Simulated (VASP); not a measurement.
# SbW (P6_3/mmc) in VASP: notebook, part 2 of 2

VASP 6.6.1. The steps go on from the part before.

### 3 Single point, PBE (22.28 Å³/atom)

This run uses another cell than the first one, of 22.28 Å³/atom.

INCAR reads:

```
PREC     = Accurate       # precision mode
ENCUT    = 520            # plane-wave cutoff, eV
EDIFF    = 1E-6           # SCF threshold, eV
ISMEAR   = 0              # smearing method
SIGMA    = 0.05           # smearing width, eV
LREAL    = F              # projectors in reciprocal space
LASPH    = T              # aspherical terms in the spheres
NELM     = 100            # most SCF steps
ALGO     = Normal         # electronic algorithm
ISIF     = 2              # what is computed and relaxed
LWAVE    = F              # write WAVECAR
LCHARG   = T              # write CHGCAR
GGA      = PE             # functional
LELF     = T              # ELF
LVHAR    = T            
NBANDS   = 27             # bands
```

KPOINTS reads:

```
regular mesh
0
Gamma
  10 10 6
```

POSCAR reads:

```
SbW
1.0
    4.4374113546      0.0000000000      0.0000000000
   -2.2187056773      3.8429109601      0.0000000000
    0.0000000000      0.0000000000      5.2257293769
W Sb
2 2
Direct
    0.0000000000      0.0000000000      0.0000000000
    0.0000000000      0.0000000000      0.5000000000
    0.3333333333      0.6666666667      0.2500000000
    0.6666666667      0.3333333333      0.7500000000
```

Potentials or basis: VASP PAW PBE potentials, release 64 (W_sv, Sb).

Started as:

```sh
$ cat potpaw_PBE.64/W_sv/POTCAR potpaw_PBE.64/Sb/POTCAR > POTCAR
$ mpirun -np 1 vasp_std > vasp.out
```

OUTCAR:

```text
PREC = Accurate
   ENCUT = 520
   EDIFF = 1E-6
   ISMEAR = 0
   LREAL = F
   LASPH = T
   NELM = 100
   ISIF = 2
   GGA = PE

 ion  position               nearest neighbor table
   1  0.000  0.000  0.000-   2 2.61   2 2.61   4 2.88   3 2.88   3 2.88   4 2.88   4 2.88   3 2.88

   2  0.000  0.000  0.500-   1 2.61   1 2.61   4 2.88   3 2.88   3 2.88   4 2.88   4 2.88   3 2.88

   3  0.333  0.667  0.250-   1 2.88   2 2.88   1 2.88   2 2.88   1 2.88   2 2.88   4 3.66   4 3.66
                             4 3.66   4 3.66   4 3.66   4 3.66
   4  0.667  0.333  0.750-   1 2.88   2 2.88   1 2.88   2 2.88   1 2.88   2 2.88   3 3.66   3 3.66
                             3 3.66   3 3.66   3 3.66   3 3.66

  LATTYP: Found a hexagonal cell.
 ALAT       =     4.4374113546
 C/A-ratio  =     1.1776526807

  Lattice vectors:

 A1 = (   4.4374113546,   0.0000000000,   0.0000000000)
 A2 = (  -2.2187056773,   3.8429109601,   0.0000000000)
 A3 = (   0.0000000000,   0.0000000000,   5.2257293769)

Analysis of symmetry for initial positions (statically):
=====================================================================
 Subroutine PRICEL returns:
 Original cell was already a primitive cell.

 Routine SETGRP: Setting up the symmetry group for a
 hexagonal supercell.

 Subroutine GETGRP returns: Found 24 space group operations
 (whereof 12 operations were pure point group operations)
 out of a pool of 24 trial point group operations.

The static configuration has the point symmetry D_3d.
 The point group associated with its full space group is D_6h.

Analysis of symmetry for dynamics (positions and initial velocities):
=====================================================================
 Subroutine PRICEL returns:
 Original cell was already a primitive cell.

 Routine SETGRP: Setting up the symmetry group for a
 hexagonal supercell.

 Subroutine GETGRP returns: Found 24 space group operations
[... 120 lines left out ...]
   NUPDOWN=      -1.0000    fix difference up-down
   EMIN   =  10.00;   EMAX   =-10.00  energy-range for DOS
   EFERMI =   0.00;   METHOD = LEGACY
   ISMEAR =     0;   SIGMA  =   0.05  broadening in eV -4-tet -1-fermi 0-gaus
   EFERMI_NEDOS =   21; number of points for ismear=-14 and -15
   IALGO  =     38    algorithm
   IMIX   =      4    mixing-type and parameters
     AMIX     =   0.40;   BMIX     =  1.00
     AMIX_MAG =   1.60;   BMIX_MAG =  1.00
  volume/ion in A,a.u.               =      22.28       150.34
  Fermi-wavevector in a.u.,A,eV,Ry     =   1.232226  2.328570 20.658828  1.518381
  Thomas-Fermi vector in A             =   2.367005
   LORBIT       =      0    0 simple, 1 ext, 2 COOP (PROOUT), +10 PAW based schemes
   GGA     = PE    functional components
   LHFCALC =     F    Hartree Fock is set to
   AEXX    =    0.0000 exact exchange contribution
   IVDW    =     0    specifies the selected vdW correction
   LEPSILON=     F    determine dielectric tensor
   LRPA    =     F    only Hartree local field effects (RPA)
 non-spin polarized calculation
 Gauss-broadening in eV      SIGMA  =   0.05
  energy-cutoff  :      520.00
  volume of cell :       89.11
 maximum number of plane-waves:      2420
 NGX is ok and might be reduce to    36
   NGX = 17   NGY = 17   NGZ = 19

 number of electron      38.0000005 magnetization

 Free energy of the ion-electron system (eV)
  ---------------------------------------------------
  ext. energy  EPLUGINS =         0.00000000
  ---------------------------------------------------
  free energy    TOTEN  =       -31.71987099 eV

  energy without entropy =      -31.71739672  energy(sigma->0) =      -31.71863386

 E-fermi :   8.6202     XC(G=0): -11.2095

 val. band max:        8.5867852808   @ k =   0.2000   0.2000   0.0000
 cond. band min:       8.6494224695   @ k =   0.4000   0.1000   0.5000
 fundamental gap:      0.0626371887
 Fermi energy:         8.6201982568

 k-point     1 :       0.0000    0.0000    0.0000
  band No.  band energies     occupation
      1     -65.1811      2.00000
      2     -65.0768      2.00000
      3     -29.9995      2.00000
      4     -29.4612      2.00000
      5     -29.4612      2.00000
      6     -29.3049      2.00000
[... 709 lines left out ...]
     26      13.5843      0.00000
     27      14.6682      0.00000

 [... further k-points ...]
[... 5 lines left out ...]
  --------------------------------------------------------------------------------------
  -------------------------------------------------------------------------------------
  Total       -1.4598402     -1.4598402     -1.3239382     -0.0000000      0.0000000      0.0000000
  in kB      -26.2469575    -26.2469575    -23.8035292     -0.0000000      0.0000000      0.0000000
  external PRESSURE =     -25.4324814 kB  Pullay stress =       0.0000000 kB

 VOLUME and BASIS-vectors are now :
 -----------------------------------------------------------------------------
  energy-cutoff  :      520.00
  volume of cell :       89.11
      direct lattice vectors                 reciprocal lattice vectors
     4.437411355  0.000000000  0.000000000     0.225356614  0.130109702  0.000000000
    -2.218705677  3.842910960  0.000000000     0.000000000  0.260219404  0.000000000
     0.000000000  0.000000000  5.225729377     0.000000000  0.000000000  0.191360847

 POSITION                                       TOTAL-FORCE (eV/Angst)
 -----------------------------------------------------------------------------------
      0.00000      0.00000      0.00000        -0.000000      0.000000      0.000000
      0.00000      0.00000      2.61286         0.000000      0.000000      0.000000
     -0.00000      2.56194      1.30643        -0.000000     -0.000000      0.000000
      2.21871      1.28097      3.91930         0.000000     -0.000000     -0.000000
 -----------------------------------------------------------------------------------
    total drift:                               -0.000000      0.000000     -0.000000

  FREE ENERGIE OF THE ION-ELECTRON SYSTEM (eV)
  ---------------------------------------------------
  free  energy   TOTEN  =       -31.7198709890 eV

  energy  without entropy=      -31.7173967239  energy(sigma->0) =      -31.71863386
```

OSZICAR:

```text
N       E                     dE             d eps       ncg     rms          rms(c)
DAV:   1     0.359010652131E+03    0.35901E+03   -0.19021E+04  3248   0.138E+03
DAV:   2    -0.166267676111E+02   -0.37564E+03   -0.36852E+03  3633   0.400E+02
DAV:   3    -0.323626375577E+02   -0.15736E+02   -0.15393E+02  3726   0.799E+01
DAV:   4    -0.326777554066E+02   -0.31512E+00   -0.31387E+00  3947   0.121E+01
DAV:   5    -0.326815761770E+02   -0.38208E-02   -0.38185E-02  3612   0.131E+00    0.219E+01
DAV:   6    -0.318723889110E+02    0.80919E+00   -0.25659E+00  3418   0.103E+01    0.808E+00
DAV:   7    -0.317362757816E+02    0.13611E+00   -0.27459E-01  3398   0.292E+00    0.331E+00
DAV:   8    -0.317203411145E+02    0.15935E-01   -0.56703E-02  3489   0.147E+00    0.397E-01
DAV:   9    -0.317197754185E+02    0.56570E-03   -0.42069E-03  3499   0.376E-01    0.154E-01
DAV:  10    -0.317198531466E+02   -0.77728E-04   -0.61061E-04  3305   0.165E-01    0.681E-02
DAV:  11    -0.317198683233E+02   -0.15177E-04   -0.47646E-05  3377   0.424E-02    0.360E-02
DAV:  12    -0.317198716204E+02   -0.32971E-05   -0.83589E-06  3481   0.175E-02    0.458E-03
DAV:  13    -0.317198709890E+02    0.63136E-06   -0.10301E-06  2348   0.563E-03
   1 F= -.31719871E+02 E0= -.31718634E+02  d E =-.247427E-02
```

stdout:

```text
POSCAR found type information on POSCAR W Sb
 POSCAR found :  2 types and       4 ions
 scaLAPACK will be used
 LDA part: xc-table for (Slater+PW92), standard interpolation
 POSCAR, INCAR and KPOINTS ok, starting setup
 FFT: planning ... GRIDC
 FFT: planning ... GRID_SOFT
 FFT: planning ... GRID
 WAVECAR not read
 entering main loop
```

It took 3.4 min on 1 thread of Intel Xeon 8259CL, shared host; peak memory 0.29 GiB.

Results:

- Free energy: -31.7199 eV
- Pressure: -2.5 GPa
- Band gap on the k mesh: zero (bands 19 and 20 overlap by 1.36 eV)

Stress tensor (GPa, compression positive):
```
-2.62  0.00  0.00
 0.00 -2.62  0.00
 0.00  0.00 -2.38
```

Levels at points of the mesh, in eV from the Fermi level:
```csv
k point,band 16,band 17,band 18,band 19,band 20,band 21,band 22,band 23
"(0.00, 0.00, 0.00)",-2.16,-0.12,-0.12,0.17,0.17,2.51,2.55,3.16
"(0.50, 0.00, 0.00)",-2.16,-1.77,-1.37,-0.69,0.57,0.72,2.00,2.90
"(0.00, 0.00, 0.50)",-1.83,-0.67,-0.67,-0.67,-0.67,0.10,0.10,4.50
"(0.50, 0.00, 0.50)",-1.96,-0.13,-0.13,0.04,0.04,0.09,0.09,2.51
```

Caveat: spin-orbit coupling is left out, which moves the levels of the heavy elements.

The gap in the log of VASP goes by the Fermi energy; the results here count the filled bands.